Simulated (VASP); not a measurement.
# SrMgCl4 (P4/mmm) in VASP: further runs, part 2 of 2

VASP 6.6.1.

## 4. Relaxation of cell and atoms, PBE

This run uses another cell than the first one: it holds 6 atoms, not 12.

The input, INCAR:

```
ALGO = Normal
EDIFF = 1E-6
EDIFFG = -0.04
ENCUT = 600
GGA = PE
IBRION = 2
ISIF = 3
ISMEAR = 0
LASPH = True
LCHARG = False
LREAL = False
LWAVE = False
NELM = 100
NSW = 90
PREC = Accurate
SIGMA = 0.1
```

The input, KPOINTS:

```
k-points
0
Gamma
  4 4 4
```

The input, POSCAR:

```
SrMgCl4
1.0
    4.6638284700      0.0000000000      0.0000000000
    0.0000000000      4.6638284700      0.0000000000
    0.0000000000      0.0000000000      6.5956494800
Sr Mg Cl
1 1 4
Direct
    0.5000000000      0.5000000000      0.5000000000
    0.0000000000      0.0000000000      0.0000000000
    0.5000000000      0.0000000000      0.2500000000
    0.0000000000      0.5000000000      0.7500000000
    0.5000000000      0.0000000000      0.7500000000
    0.0000000000      0.5000000000      0.2500000000
```

Potentials or basis: VASP PAW PBE potentials, release 64 (Sr_sv, Mg, Cl).

The run is started by

```sh
> cat potpaw_PBE.64/Sr_sv/POTCAR potpaw_PBE.64/Mg/POTCAR potpaw_PBE.64/Cl/POTCAR > POTCAR
> mpirun -np 1 vasp_std > vasp.out
```

OUTCAR:

```text
EDIFF = 1E-6
   EDIFFG = -0.04
   ENCUT = 600
   GGA = PE
   IBRION = 2
   ISIF = 3
   ISMEAR = 0
   LASPH = True
   LREAL = False
   NELM = 100
   NSW = 90
   PREC = Accurate

 ion  position               nearest neighbor table
   1  0.500  0.500  0.500-   3 2.86   4 2.86   5 2.86   6 2.86   3 2.86   5 2.86   4 2.86   6 2.86

   2  0.000  0.000  0.000-   3 2.86   4 2.86   5 2.86   6 2.86   4 2.86   6 2.86   3 2.86   5 2.86

   3  0.500  0.000  0.250-   1 2.86   2 2.86   1 2.86   2 2.86
   4  0.000  0.500  0.750-   1 2.86   2 2.86   2 2.86   1 2.86
   5  0.500  0.000  0.750-   1 2.86   2 2.86   1 2.86   2 2.86
   6  0.000  0.500  0.250-   1 2.86   2 2.86   2 2.86   1 2.86

  LATTYP: Found a simple tetragonal cell.
 ALAT       =     4.6638284700
 C/A-ratio  =     1.4142135635

  Lattice vectors:

[... 188 lines left out ...]
  -------------------------------------------------------------------------------------
  Total        3.0180161      3.0180161      2.9397919      0.0000000      0.0000000      0.0000000
  in kB       33.7046195     33.7046195     32.8310263      0.0000000      0.0000000      0.0000000
  external PRESSURE =      33.4134218 kB  Pullay stress =       0.0000000 kB
[... 227 lines left out ...]
--------------------------------------- Ionic step        7  -------------------------------------------

 number of electron      40.0000007 magnetization

 Free energy of the ion-electron system (eV)
  ---------------------------------------------------
  ext. energy  EPLUGINS =         0.00000000
  ---------------------------------------------------
  free energy    TOTEN  =       -22.30182197 eV

  energy without entropy =      -22.30182197  energy(sigma->0) =      -22.30182197

 E-fermi :   1.3685     XC(G=0):  -8.4384

 val. band max:        0.8148876081   @ k =   0.5000   0.5000   0.0000
 cond. band min:       3.9271833128   @ k =   0.0000   0.0000   0.0000
 fundamental gap:      3.1122957047
 Fermi energy:         1.3684672897

 k-point     1 :       0.0000    0.0000    0.0000
  band No.  band energies     occupation
      1     -32.2347      2.00000
      2     -14.5038      2.00000
      3     -14.2723      2.00000
      4     -14.2723      2.00000
      5     -13.1205      2.00000
      6     -12.3043      2.00000
[... 508 lines left out ...]
  FREE ENERGIE OF THE ION-ELECTRON SYSTEM (eV)
  ---------------------------------------------------
  free  energy   TOTEN  =       -22.3018219722 eV

  energy  without entropy=      -22.3018219722  energy(sigma->0) =      -22.30182197

 reached required accuracy - stopping structural energy minimisation
```

OSZICAR:

```text
N       E                     dE             d eps       ncg     rms          rms(c)
DAV:   1     0.306859871426E+03    0.30686E+03   -0.20346E+04   864   0.164E+03
DAV:   2     0.112694321117E+01   -0.30573E+03   -0.30118E+03  1272   0.298E+02
DAV:   3    -0.223716579995E+02   -0.23499E+02   -0.23475E+02  1176   0.877E+01
DAV:   4    -0.233860092112E+02   -0.10144E+01   -0.10141E+01  1592   0.132E+01
[... 67 lines left out ...]
DAV:   3    -0.223020477907E+02    0.23061E-02   -0.37707E-03  1112   0.347E-01    0.140E-01
DAV:   4    -0.223018328752E+02    0.21492E-03   -0.57786E-04  1392   0.130E-01    0.631E-02
DAV:   5    -0.223018230133E+02    0.98620E-05   -0.54375E-05  1384   0.396E-02    0.231E-02
DAV:   6    -0.223018219439E+02    0.10693E-05   -0.60357E-06  1184   0.158E-02    0.523E-03
DAV:   7    -0.223018219722E+02   -0.28305E-07   -0.34354E-07   712   0.395E-03
   7 F= -.22301822E+02 E0= -.22301822E+02  d E =-.260838E-02
```

Run time: 2.6 min. Hardware: 1 thread of Intel Xeon 6975P-C (Granite Rapids), shared host; peak memory 0.34 GiB.

Results:

- Free energy: -22.3018 eV
- Relaxed volume: 25.29 Å³/atom
- Relaxed cell: a = 4.722 Å, b = 4.722 Å, c = 6.806 Å, α = 90.00°, β = 90.00°, γ = 90.00°
- Space group after relaxing (to 0.1 Å): P4/mmm (No. 123)
- Energy gained by relaxing: 52.2 meV/atom
- Ionic steps: 7
- Pressure after relaxing: 0.0 GPa
- Largest force after relaxing: 0.003 eV/Å
- Band gap on the k mesh: 3.11 eV (least direct gap 3.21 eV)

Forces in eV/Å, atoms in the order of the input:
```
Sr   0.000  0.000  0.000
Mg   0.000  0.000  0.000
Cl   0.000  0.000 -0.003
Cl   0.000  0.000  0.003
Cl   0.000  0.000  0.003
Cl   0.000  0.000 -0.003
```

Step by step:
```csv
step,energy change (eV),largest force (eV/Å),pressure (GPa),volume (Å³)
1,0.0000,0.9662,3.34,143.46
2,-0.2276,0.4885,-0.28,154.07
3,-0.2370,0.3873,-1.01,156.85
4,-0.2834,0.2425,-0.58,154.54
5,-0.3103,0.0033,0.20,151.08
6,-0.3103,0.0051,0.17,151.20
7,-0.3129,0.0034,0.00,151.75
```

Final structure:
```cif
data_structure
_symmetry_space_group_name_H-M 'P 1'
_symmetry_Int_Tables_number 1
_cell_length_a 4.7218
_cell_length_b 4.7218
_cell_length_c 6.8065
_cell_angle_alpha 90.000
_cell_angle_beta 90.000
_cell_angle_gamma 90.000
_cell_volume 151.75
loop_
_atom_site_label
_atom_site_type_symbol
_atom_site_fract_x
_atom_site_fract_y
_atom_site_fract_z
_atom_site_occupancy
Sr1 Sr 0.50000 0.50000 0.50000 1
Mg1 Mg 0.00000 0.00000 0.00000 1
Cl1 Cl 0.50000 0.00000 0.23117 1
Cl2 Cl 0.00000 0.50000 0.76883 1
Cl3 Cl 0.50000 0.00000 0.76883 1
Cl4 Cl 0.00000 0.50000 0.23117 1
```

A k mesh can miss the band edges.

## 5. Overview

```csv
task,cell,k mesh,cutoff (eV),smearing,gap on the mesh (eV),pressure (GPa),largest force (eV/Å)
single point,"a = 4.720, b = 4.720, c = 13.619 Å, 12 atoms, atomic positions A",4 × 4 × 1,520,gaussian 0.1 eV,3.11,0.0,0.02
single point,"a = 4.720, b = 4.720, c = 6.810 Å, 6 atoms, atomic positions B",6 × 6 × 4,520,gaussian 0.02 eV,3.11,0.0,0.02
relaxation of cell and atoms,"relaxed from a = 4.664, b = 4.664, c = 6.596 Å, 6 atoms, atomic positions C",4 × 4 × 4,600,gaussian 0.1 eV,3.11,0.0,-
```

Alike in all rows: level PBE; potentials or basis VASP PAW PBE potentials, release 64 (Sr_sv, Mg, Cl); no spin polarisation.

Caveats: some runs use coarse meshes.

Absolute energies hang on the potentials; compare differences alone.
